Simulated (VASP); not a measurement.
A run of VASP 6.6.1:

The input INCAR:

```
SYSTEM = Zr12B
PREC     = Accurate       ! precision mode
ENCUT    = 520            ! plane-wave cutoff, eV
EDIFF    = 1E-7           ! SCF threshold, eV
ISMEAR   = 0              ! smearing method
SIGMA    = 0.05           ! smearing width, eV
LREAL    = .FALSE.        ! projectors in reciprocal space
LASPH    = .TRUE.         ! aspherical terms in the spheres
NELM     = 60             ! most SCF steps
ALGO     = Normal         ! electronic algorithm
ISIF     = 2              ! what is computed and relaxed
LWAVE    = .FALSE.        ! write WAVECAR
LCHARG   = .FALSE.        ! write CHGCAR
GGA      = PE             ! functional
IVDW     = 12             ! dispersion correction
NBANDS   = 86             ! bands
KPAR     = 4
```

KPOINTS

```
Automatic mesh
0
G
  4 3 4
  0 0 0
```

The input POSCAR:

```
Zr12B
1.0
    6.4600000000      0.0000000000      0.0000000000
   -4.8450000000      8.3917860000      0.0000000000
    0.0000000000      0.0000000000      5.1453900000
Zr B
12 1
Direct
    0.0071575447      0.0073064862      0.0067546817
    0.1684526836      0.2227878607      0.5059815466
   -0.0011148815      0.3290008948     -0.0010977136
    0.1601785992      0.5474304721      0.5058999206
   -0.0024318545      0.6659534073     -0.0117812647
    0.1651362232      0.8901859137      0.5104503971
    0.5042994777      0.0065209231     -0.0045885590
    0.6681878174      0.2245055591      0.4999915483
    0.5017885417      0.3326607534     -0.0068894728
    0.6608323091      0.5474966160      0.4934675542
    0.5019129009      0.6631465449     -0.0124787862
    0.6709989096      0.8901793913      0.5141802163
    0.3351353388      0.7767185474      1.2504307016
```

Potentials or basis: VASP PAW PBE potentials, release 64 (Zr_sv, B).

Run with:

```sh
$ cat potpaw_PBE.64/Zr_sv/POTCAR potpaw_PBE.64/B/POTCAR > POTCAR
$ mpirun -np 4 vasp_std > vasp.out
```

Hardware: 4 MPI ranks on Intel(R) Xeon(R) Platinum 8375C CPU @ 2.90GHz (Ice Lake), on a shared host.

Q: How long does it take, and how much memory?

A: Wall time 3.6 min on 4 MPI ranks on Intel(R) Xeon(R) Platinum 8375C CPU @ 2.90GHz (Ice Lake), with other jobs on the host, peak memory 0.61 GiB a rank. Counts: scf iterations 18, k points 26.
